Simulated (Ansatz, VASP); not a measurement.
**Two plane-wave programs on TaAs**

File INCAR:

```
PREC = Accurate
ENCUT = 520
EDIFF = 1E-7
ISMEAR = 0
SIGMA = 0.15
LREAL = False
LASPH = True
NELM = 60
ALGO = Normal
ISIF = 2
LWAVE = False
LCHARG = False
GGA = PE
NBANDS = 24
```

The input KPOINTS:

```
Automatic mesh
0
Gamma
  20 20 20
```

Contents of POSCAR:

```
TaAs
1.0
   -1.5929326983      1.5929326983      6.1019857054
    1.5929326983     -1.5929326983      6.1019857054
    1.5929326983      1.5929326983     -6.1019857054
Ta As
2 2
Direct
    0.5001741996      0.0001741996      0.5000000000
    0.7501741996      0.7501741996      0.0000000000
    0.0824252204      0.5824252204      0.5000000000
    0.3324252204      0.3324252204      0.0000000000
```

Input for Ansatz:

```yaml
crystal:
  lattice:
    - [-1.5929326983, 1.5929326983, 6.1019857054]
    - [1.5929326983, -1.5929326983, 6.1019857054]
    - [1.5929326983, 1.5929326983, -6.1019857054]
  atoms:
    - { symbol: Ta, position: [0.5001741996, 0.0001741996, 0.5] }
    - { symbol: Ta, position: [0.7501741996, 0.7501741996, 0.0] }
    - { symbol: As, position: [0.0824252204, 0.5824252204, 0.5] }
    - { symbol: As, position: [0.3324252204, 0.3324252204, 0.0] }
basis:
  ecutwfc: 420
kpoints:
  mp_grid: { grid: [20, 20, 20] }
hamiltonian:
  xc: pbe
scf:
  occupations: { method: gaussian, width: 0.15 }
output:
  forces: true
  stress: true
  eigenvalues: true
```

Change from the starting cell: strain -0.080 along x and y, +0.040 along z, atoms carried along.

Alike in both runs: task single point; functional PBE; k mesh 20 × 20 × 20; occupations gaussian, width 0.15 eV; no spin polarisation.

|  | VASP | Ansatz |
| --- | --- | --- |
| version | VASP 6.6.1 | Ansatz 0.2.0 |
| potentials or method | VASP PAW PBE potentials, release 64 (Ta_pv, As), cutoff 520 eV | scalar-relativistic, plane waves, PAW |
| valence electrons in the cell | 32 | 56 |

```csv
,VASP,Ansatz,Ansatz less VASP
gap on the k mesh at the Fermi level (eV),none,none,-
pressure (GPa),36.0,35.0,-0.97
"traceless stress, the component that is largest in VASP (GPa)",-22.73,-22.56,+0.172
rms of the force components (eV/Å),0.891,0.879,-0.0113
```

Atom by atom the forces differ by 0.011 eV/Å (rms over components). A gap of «none» marks a metal or a gap that the smearing closes. Both programs put the cell under a high pressure, so it lies far from rest at this level. VASP's potentials hold 32 valence electrons a cell and Ansatz's 56, so a difference there can come from the potentials and not from the codes.

Neither program's run includes spin-orbit coupling.
